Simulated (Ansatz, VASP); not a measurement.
Given: the input of a run of Ansatz 0.2.0 on AlN.

File input.yaml:

```yaml
crystal:
  lattice:
    - [0.0, 2.1394097525, 2.1394097525]
    - [2.1394097525, 0.0, 2.1394097525]
    - [2.1394097525, 2.1394097525, 0.0]
  atoms:
    - { symbol: Al, position: [0.0, 0.0, 0.0] }
    - { symbol: "N", position: [0.25, 0.25, 0.25] }
kpoints:
  mp_grid: { grid: [10, 10, 10] }
scf:
  occupations: { method: fermi_dirac, width: 0.05 }
hamiltonian:
  xc: lda
  pseudopotentials: { kind: all_electron, lapw: { basis_error: 0.001 } }
output:
  forces: true
  stress: true
  eigenvalues: true
```

Potentials or basis: all-electron LAPW, scalar-relativistic.

Command:

```sh
$ ansatz run input.yaml --threads 1 --pin off --max-ram 3072MiB --backend cpu --events-out ev --progress --plain --runs-dir out
```

**Question.** Translate it to VASP 6.6.1. Potentials there: VASP PAW LDA potentials, release 64 (Al, N).

**Answer.** As run (the cutoff follows the program's own potentials):

INCAR

```
SYSTEM = AlN
ALGO     = Normal         ! electronic algorithm
EDIFF    = 1E-6           ! SCF threshold, eV
ENCUT    = 520            ! plane-wave cutoff, eV
ISIF     = 2              ! what is computed and relaxed
ISMEAR   = -1             ! smearing method
LASPH    = .True.         ! aspherical terms in the spheres
LCHARG   = .True.         ! write CHGCAR
LELF     = .True.         ! ELF
LREAL    = .False.        ! projectors in reciprocal space
LVHAR    = .True.       
LWAVE    = .False.        ! write WAVECAR
NBANDS   = 11             ! bands
NELM     = 100            ! most SCF steps
PREC     = Accurate       ! precision mode
SIGMA    = 0.05           ! smearing width, eV
```

File KPOINTS:

```
k-points
0
Gamma
  10 10 10
  0 0 0
```

Contents of POSCAR:

```
AlN
1.0
    0.0000000000      2.1394097525      2.1394097525
    2.1394097525      0.0000000000      2.1394097525
    2.1394097525      2.1394097525      0.0000000000
Al N
1 1
Direct
    0.0000000000      0.0000000000      0.0000000000
    0.2500000000      0.2500000000      0.2500000000
```

Potentials or basis: VASP PAW LDA potentials, release 64 (Al, N).

Launch:

```console
$ cat potpaw_LDA.64/Al/POTCAR potpaw_LDA.64/N/POTCAR > POTCAR
$ mpirun -np 1 vasp_std > vasp.out
```

Both were run:

|  | VASP | Ansatz | Ansatz less VASP |
| --- | --- | --- | --- |
| gap on the k mesh at the Fermi level (eV) | 3.25 | 3.26 | +0.014 |
| least direct gap on the mesh (eV) | 4.80 | 4.79 | -0.008 |
| pressure (GPa) | 10.9 | 10.1 | -0.78 |

LDA's correlation is that of Perdew and Zunger in VASP and of Perdew and Wang (1992) in Ansatz. Ansatz ran all-electron here, and VASP with PAW potentials.
